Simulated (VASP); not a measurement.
# YPdF (P-6m2) in VASP: further runs

YPdF is run at these levels: r2SCAN; tasks: single point.

All numbers are computed with VASP 6.6.1; they aren't measurements. Logs are shortened: lines on timing, memory, paths and dates and some standing lists are left out, and cuts for length are marked.

## Step 1: The cell of the first run

It takes space group P-6m2 (No. 187, hexagonal). Conventional cell: a = 3.852 Å, b = 3.852 Å, c = 4.364 Å, α = 90.00°, β = 90.00°, γ = 120.00°. Within 4.1 Å of Y (site symmetry -6m2) lie 6 Pd at 3.12 Å and 6 F at 3.12 Å and 6 Y at 3.85 Å. Within 2.9 Å of Pd (site symmetry -6m2) lie 3 F at 2.22 Å. Within 2.9 Å of F (site symmetry -6m2) lie 3 Pd at 2.22 Å.

## Step 2: Single point, r2SCAN

Input file POSCAR:

```
YPdF
1.0
    3.8516678000      0.0000000000      0.0000000000
   -1.9258339000      3.3356421700      0.0000000000
    0.0000000000      0.0000000000      4.3642671200
Y Pd F
1 1 1
Direct
    0.0000000000      0.0000000000      0.0000000000
    0.6666666700      0.3333333300      0.5000000000
    0.3333333300      0.6666666700      0.5000000000
```

Input file INCAR.step1:

```
PREC = Accurate ; ENCUT = 660
ISMEAR = -1 ; SIGMA = 0.05
LREAL = F ; LASPH = T
NELM = 120 ; NBANDS = 25
GGA = PE ; ALGO = Normal
EDIFF = 1E-5 ; LWAVE = T
LCHARG = F ; GGA_COMPAT = F
```

Input file INCAR.step2:

```
PREC = Accurate ; ENCUT = 660
EDIFF = 1E-6 ; ISMEAR = -1
SIGMA = 0.05 ; LREAL = F
LASPH = T ; NELM = 120
ALGO = Normal ; ISIF = 2
LWAVE = F ; LCHARG = F
METAGGA = R2SCAN ; LMIXTAU = T
NBANDS = 25 ; ISTART = 1
GGA_COMPAT = F
```

Input file KPOINTS:

```
Automatic mesh
0
Gamma
  7 7 5
```

Potentials or basis: VASP PAW PBE potentials, release 64 (Y_sv, Pd_sv_GW, F).

Run with:

```
cat potpaw_PBE.64/Y_sv/POTCAR potpaw_PBE.64/Pd_sv_GW/POTCAR potpaw_PBE.64/F/POTCAR > POTCAR
cp INCAR.step1 INCAR
mpirun -np 1 vasp_std > vasp.out
cp INCAR.step2 INCAR
mpirun -np 1 vasp_std > vasp.out
```

OUTCAR:

```text
PREC = Accurate
   ENCUT = 660
   EDIFF = 1E-6
   ISMEAR = -1
   LREAL = F
   LASPH = T
   NELM = 120
   ISIF = 2
   METAGGA = R2SCAN
   ISTART = 1

 ion  position               nearest neighbor table
   1  0.000  0.000  0.000-   2 3.12   3 3.12   2 3.12   3 3.12   2 3.12   2 3.12   3 3.12   3 3.12
                             2 3.12   2 3.12   3 3.12   3 3.12
   2  0.667  0.333  0.500-   3 2.22   3 2.22   3 2.22   1 3.12   1 3.12   1 3.12   1 3.12   1 3.12
                             1 3.12
   3  0.333  0.667  0.500-   2 2.22   2 2.22   2 2.22   1 3.12   1 3.12   1 3.12   1 3.12   1 3.12
                             1 3.12

  LATTYP: Found a hexagonal cell.
 ALAT       =     3.8516678000
 C/A-ratio  =     1.1330850288

  Lattice vectors:

 A1 = (   3.8516678000,   0.0000000000,   0.0000000000)
 A2 = (  -1.9258339000,   3.3356421700,   0.0000000000)
 A3 = (   0.0000000000,   0.0000000000,   4.3642671200)

Analysis of symmetry for initial positions (statically):
=====================================================================
 Subroutine PRICEL returns:
 Original cell was already a primitive cell.

 Routine SETGRP: Setting up the symmetry group for a
 hexagonal supercell.

 Subroutine GETGRP returns: Found 12 space group operations
 (whereof 12 operations were pure point group operations)
 out of a pool of 24 trial point group operations.

The static configuration has the point symmetry D_3h.

Analysis of symmetry for dynamics (positions and initial velocities):
=====================================================================
 Subroutine PRICEL returns:
 Original cell was already a primitive cell.

 Routine SETGRP: Setting up the symmetry group for a
 hexagonal supercell.

 Subroutine GETGRP returns: Found 12 space group operations
 (whereof 12 operations were pure point group operations)
 out of a pool of 24 trial point group operations.

The dynamic configuration has the point symmetry D_3h.

 Subroutine INISYM returns: Found 12 space group operations
 (whereof 12 operations are pure point group operations),
 and found     1 'primitive' translations

----------------------------------------------------------------------------------------

                                     Primitive cell

  volume of cell :      56.0712

  direct lattice vectors                    reciprocal lattice vectors
     3.851667800  0.000000000  0.000000000     0.259627790  0.149896174  0.000000000
    -1.925833900  3.335642170  0.000000000     0.000000000  0.299792349  0.000000000
     0.000000000  0.000000000  4.364267120     0.000000000  0.000000000  0.229133546

  length of vectors
     3.851667800  3.851667807  4.364267120     0.299792349  0.299792349  0.229133546

  position of ions in fractional coordinates (direct lattice)
     0.000000000  0.000000000  0.000000000
     0.666666670  0.333333330  0.500000000
     0.333333330  0.666666670  0.500000000

  ion indices of the primitive-cell ions
   primitive index   ion index
                 1           1
                 2           2
                 3           3

----------------------------------------------------------------------------------------

 KPOINTS: Automatic mesh

Automatic generation of k-mesh.
 Grid dimensions read from file:
 generate k-points for:    7    7    5

 Generating k-lattice:

  Cartesian coordinates                     Fractional coordinates (reciprocal lattice)
     0.037089684  0.021413739  0.000000000     0.142857143  0.000000000  0.000000000
     0.000000000  0.042827478  0.000000000     0.000000000  0.142857143  0.000000000
     0.000000000  0.000000000  0.045826709     0.000000000  0.000000000  0.200000000

  Length of vectors
     0.042827478  0.042827478  0.045826709

  Shift w.r.t. Gamma in fractional coordinates (k-lattice)
     0.000000000  0.000000000  0.000000000

 Subroutine IBZKPT returns following result:
 ===========================================

 Found     24 irreducible k-points:

 Following reciprocal coordinates:
            Coordinates               Weight
  0.000000  0.000000  0.000000      1.000000
  0.142857  0.000000  0.000000      6.000000
  0.285714  0.000000  0.000000      6.000000
  0.428571 -0.000000  0.000000      6.000000
  0.142857  0.142857  0.000000      6.000000
  0.285714  0.142857  0.000000     12.000000
[... 16 lines left out ...]
  0.428571  0.142857  0.400000     12.000000
  0.285714  0.285714  0.400000     12.000000
   k-points           NKPTS =     24   k-points in BZ     NKDIM =     24   number of bands    NBANDS=     25
   number of dos      NEDOS =    301   number of ions     NIONS =      3
   total plane-waves  NPLWV =  40960
   dimension x,y,z NGX =    32 NGY =   32 NGZ =   40
   dimension x,y,z NGXF=    64 NGYF=   64 NGZF=   80
   ions per type =               1   1   1
   NGX,Y,Z   is equivalent  to a cutoff of  13.81, 13.81, 15.24 a.u.
   NGXF,Y,Z  is equivalent  to a cutoff of  27.62, 27.62, 30.47 a.u.
 SYSTEM =  unknown system
   PREC   = accura    normal or accurate (medium, high low for compatibility)
   ISTART =      1    job   : 0-new  1-cont  2-samecut
   ICHARG =      0    charge: 1-file 2-atom 10-const
   ISPIN  =      1    spin polarized calculation?
   LNONCOLLINEAR =      F non collinear calculations
   LSORBIT =      F    spin-orbit coupling
   LASPH  =      T    aspherical Exc in radial PAW
   ENCUT  =  660.0 eV  48.51 Ry    6.96 a.u.   8.07  8.07  9.14*2*pi/ulx,y,z
   NELM   =    120;   NELMIN=  2; NELMDL=  0     # of ELM steps
   EDIFF  = 0.1E-05   stopping-criterion for ELM
   LREAL  =      F    real-space projection
   EDIFFG = 0.1E-04   stopping-criterion for IOM
   NSW    =      0    number of steps for IOM
   IBRION =     -1    ionic relax: 0-MD 1-quasi-New 2-CG
   NFREE  =      0    steps in history (QN), initial steepest desc. (CG)
   ISIF   =      2    stress and relaxation
   ISYM   =      2    0-nonsym 1-usesym 2-fastsym
   POTIM  = 0.5000    time-step for ionic-motion
   TEBEG  =    0.0;   TEEND  =   0.0 temperature during run
   PSTRESS=    0.0 pullay stress
   NELECT =      36.0000    total number of electrons
   NUPDOWN=      -1.0000    fix difference up-down
   EMIN   =  10.00;   EMAX   =-10.00  energy-range for DOS
   EFERMI =   0.00;   METHOD = LEGACY
   ISMEAR =    -1;   SIGMA  =   0.05  broadening in eV -4-tet -1-fermi 0-gaus
   EFERMI_NEDOS =   21; number of points for ismear=-14 and -15
   IALGO  =     38    algorithm
   IMIX   =      4    mixing-type and parameters
     AMIX     =   0.40;   BMIX     =  1.00
     AMIX_MAG =   1.60;   BMIX_MAG =  1.00
  volume/ion in A,a.u.               =      18.69       126.13
  Fermi-wavevector in a.u.,A,eV,Ry     =   1.412307  2.668873 27.138333  1.994611
  Thomas-Fermi vector in A             =   2.534069
   LORBIT       =      0    0 simple, 1 ext, 2 COOP (PROOUT), +10 PAW based schemes
   METAGGA = R2SCAN    functional components
   LHFCALC =     F    Hartree Fock is set to
   AEXX    =    0.0000 exact exchange contribution
   IVDW    =     0    specifies the selected vdW correction
   LEPSILON=     F    determine dielectric tensor
   LRPA    =     F    only Hartree local field effects (RPA)
 non-spin polarized calculation
  energy-cutoff  :      660.00
  volume of cell :       56.07
 maximum number of plane-waves:      2174
   NGX = 17   NGY = 17   NGZ = 19

 number of electron      36.0000007 magnetization

 Free energy of the ion-electron system (eV)
  ---------------------------------------------------
  ext. energy  EPLUGINS =         0.00000000
  ---------------------------------------------------
  free energy    TOTEN  =       -47.86930397 eV

  energy without entropy =      -47.85709038  energy(sigma->0) =      -47.86319718

 E-fermi :   5.0035     XC(G=0): -11.2331

 val. band max:        4.9381823445   @ k =   0.2857   0.0000   0.4000
 cond. band min:       5.0295586928   @ k =   0.4286   0.1429   0.2000
 fundamental gap:      0.0913763483
 Fermi energy:         5.0035132291

 k-point     1 :       0.0000    0.0000    0.0000
  band No.  band energies     occupation
      1     -81.5724      2.00000
      2     -46.6561      2.00000
      3     -46.4413      2.00000
      4     -46.4413      2.00000
      5     -40.2300      2.00000
      6     -21.1684      2.00000
[... 17 lines left out ...]
     24      10.2055      0.00000
     25      13.8329      0.00000

 k-point     2 :       0.1429    0.0000    0.0000
  band No.  band energies     occupation
      1     -81.5723      2.00000
      2     -46.6560      2.00000
      3     -46.4430      2.00000
      4     -46.4417      2.00000
      5     -40.2266      2.00000
      6     -21.1615      2.00000
[... 17 lines left out ...]
     24      10.9884      0.00000
     25      13.6830      0.00000

 k-point     3 :       0.2857    0.0000    0.0000
  band No.  band energies     occupation
      1     -81.5722      2.00000
      2     -46.6557      2.00000
      3     -46.4467      2.00000
      4     -46.4425      2.00000
      5     -40.2189      2.00000
      6     -21.1463      2.00000
[... 17 lines left out ...]
     24      12.1536      0.00000
     25      12.4494      0.00000

 k-point     4 :       0.4286   -0.0000    0.0000
  band No.  band energies     occupation
      1     -81.5722      2.00000
      2     -46.6554      2.00000
      3     -46.4497      2.00000
      4     -46.4431      2.00000
      5     -40.2127      2.00000
      6     -21.1342      2.00000
[... 17 lines left out ...]
     24      10.6363      0.00000
     25      12.9259      0.00000
[... 477 lines left out ...]
 k-point    22 :       0.2857    0.1429    0.4000
  band No.  band energies     occupation
      1     -81.5722      2.00000
      2     -46.6563      2.00000
      3     -46.4481      2.00000
      4     -46.4435      2.00000
      5     -40.2130      2.00000
      6     -21.1231      2.00000
[... 17 lines left out ...]
     24       9.9479      0.00000
     25      12.4519      0.00000

 k-point    23 :       0.4286    0.1429    0.4000
  band No.  band energies     occupation
      1     -81.5721      2.00000
      2     -46.6561      2.00000
      3     -46.4493      2.00000
      4     -46.4440      2.00000
      5     -40.2103      2.00000
      6     -21.1045      2.00000
[... 17 lines left out ...]
     24       9.9282      0.00000
     25      11.6053      0.00000

 k-point    24 :       0.2857    0.2857    0.4000
  band No.  band energies     occupation
      1     -81.5721      2.00000
      2     -46.6561      2.00000
      3     -46.4485      2.00000
      4     -46.4453      2.00000
      5     -40.2096      2.00000
      6     -21.1005      2.00000
[... 17 lines left out ...]
     24      10.6228      0.00000
     25      11.7537      0.00000

------------------------ aborting loop because EDIFF is reached ----------------------------------------

  FORCE on cell =-STRESS in cart. coord.  units (eV):
  Direction    XX          YY          ZZ          XY          YZ          ZX
  --------------------------------------------------------------------------------------
  -------------------------------------------------------------------------------------
  Total        2.6444611      2.6444611     -4.5115047      0.0000000      0.0000000      0.0000000
  in kB       75.5628211     75.5628214   -128.9117169      0.0000000      0.0000000      0.0000000
  external PRESSURE =       7.4046419 kB  Pullay stress =       0.0000000 kB

 VOLUME and BASIS-vectors are now :
 -----------------------------------------------------------------------------
  energy-cutoff  :      660.00
  volume of cell :       56.07
      direct lattice vectors                 reciprocal lattice vectors
     3.851667800  0.000000000  0.000000000     0.259627790  0.149896174  0.000000000
    -1.925833900  3.335642170  0.000000000     0.000000000  0.299792349  0.000000000
     0.000000000  0.000000000  4.364267120     0.000000000  0.000000000  0.229133546

 POSITION                                       TOTAL-FORCE (eV/Angst)
 -----------------------------------------------------------------------------------
      0.00000      0.00000      0.00000        -0.000000      0.000000      0.000000
      1.92583      1.11188      2.18213        -0.000000      0.000000      0.000000
     -0.00000      2.22376      2.18213         0.000000      0.000000      0.000000
 -----------------------------------------------------------------------------------
    total drift:                               -0.000053      0.000031     -0.000000

  FREE ENERGIE OF THE ION-ELECTRON SYSTEM (eV)
  ---------------------------------------------------
  free  energy   TOTEN  =       -47.8693039736 eV

  energy  without entropy=      -47.8570903797  energy(sigma->0) =      -47.86319718
```

Run time: 80 s. Hardware: 1 thread of Intel Xeon 6975P-C (Granite Rapids), shared host; peak memory 0.26 GiB.

What came out:

* Free energy: -47.8693 eV
* Pressure: 0.7 GPa
* Band gap on the k mesh: zero (bands 18 and 19 overlap by 1.31 eV)

Stress tensor (GPa, compression positive):
```
  7.56   0.00   0.00
  0.00   7.56   0.00
  0.00   0.00 -12.89
```

Caveat: the PAW data sets were made with another functional, which shifts forces and pressure a little.

## Step 3: Single point, r2SCAN

POSCAR is that of step 2.

Input file INCAR.step1:

```
SYSTEM = YPdF
  ALGO = Normal
  EDIFF = 1E-5
  ENCUT = 660
  GGA = PE
  GGA_COMPAT = .FALSE.
  ISMEAR = -1
  LASPH = .TRUE.
  LCHARG = .FALSE.
  LREAL = .FALSE.
  LWAVE = .TRUE.
  NBANDS = 25
  NELM = 120
  PREC = Accurate
  SIGMA = 0.05
```

Input file INCAR.step2:

```
SYSTEM = YPdF
  ALGO = Normal
  EDIFF = 1E-6
  ENCUT = 660
  GGA_COMPAT = .FALSE.
  ISIF = 2
  ISMEAR = -1
  ISTART = 1
  LASPH = .TRUE.
  LCHARG = .TRUE.
  LELF = .TRUE.
  LMIXTAU = .TRUE.
  LREAL = .FALSE.
  LVHAR = .TRUE.
  LWAVE = .FALSE.
  METAGGA = R2SCAN
  NBANDS = 25
  NELM = 120
  PREC = Accurate
  SIGMA = 0.05
```

Input file KPOINTS:

```
k-points
0
G
  7 7 5
  0 0 0
```

Potentials or basis: VASP PAW PBE potentials, release 64 (Y_sv, Pd_sv_GW, F).

Run with:

```
cat potpaw_PBE.64/Y_sv/POTCAR potpaw_PBE.64/Pd_sv_GW/POTCAR potpaw_PBE.64/F/POTCAR > POTCAR
cp INCAR.step1 INCAR
mpirun -np 1 vasp_std > vasp.out
cp INCAR.step2 INCAR
mpirun -np 1 vasp_std > vasp.out
```

It took 3 min on 1 thread of Intel Xeon Platinum 8488C (Sapphire Rapids), shared host; peak memory 0.27 GiB.

The run converged. Its results:

| Property | Result |
| --- | --- |
| Free energy | -47.8693 eV |
| Pressure | 0.7 GPa |
| Band gap on the k mesh | zero (bands 18 and 19 overlap by 1.31 eV) |

Stress tensor (GPa, compression positive):
```
  7.56   0.00   0.00
  0.00   7.56   0.00
  0.00   0.00 -12.89
```

Levels at points of the mesh, in eV from the Fermi level:
```tsv
k point	band 16	band 17	band 18	band 19	band 20	band 21
(0.00, 0.00, 0.00)	-2.64	-0.97	-0.97	0.77	1.49	1.49
```

Caveat: the PAW data sets were made with another functional, which shifts forces and pressure a little.
